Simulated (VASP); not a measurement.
A run of VASP 6.6.1:

Contents of INCAR:

```
SYSTEM = O
ALGO = Normal
EDIFF = 1E-8
ENCUT = 520
GGA = PE
ISIF = 2
ISMEAR = -1
LASPH = .TRUE.
LCHARG = .FALSE.
LEFG = .TRUE.
LREAL = .FALSE.
LWAVE = .FALSE.
NBANDS = 13
NELM = 80
PREC = Accurate
SIGMA = 0.02
```

The input KPOINTS:

```
k-points
0
G
  10 10 10
  0 0 0
```

File POSCAR:

```
O
1.0
    1.4041122177      0.8106645668      3.3622362452
   -1.4041122177      0.8106645668      3.3622362452
    0.0000000000     -1.6213291337      3.3622362452
O
2
Direct
    0.0577000000      0.0577000000      0.0577000000
    0.9423000000      0.9423000000      0.9423000000
```

Potentials or basis: VASP PAW PBE potentials, release 64 (O).

The run is started by

```sh
$ cat potpaw_PBE.64/O/POTCAR > POTCAR
$ mpirun -np 1 vasp_std > vasp.out
```

Hardware: 1 thread of Intel Xeon 8259CL (shared host).

Question: How long does it take, and how much memory?

Answer: Run time: 59 s on 1 thread of Intel Xeon 8259CL, on a shared host, peak memory 0.16 GiB. Counts: scf iterations 14, k points 116.
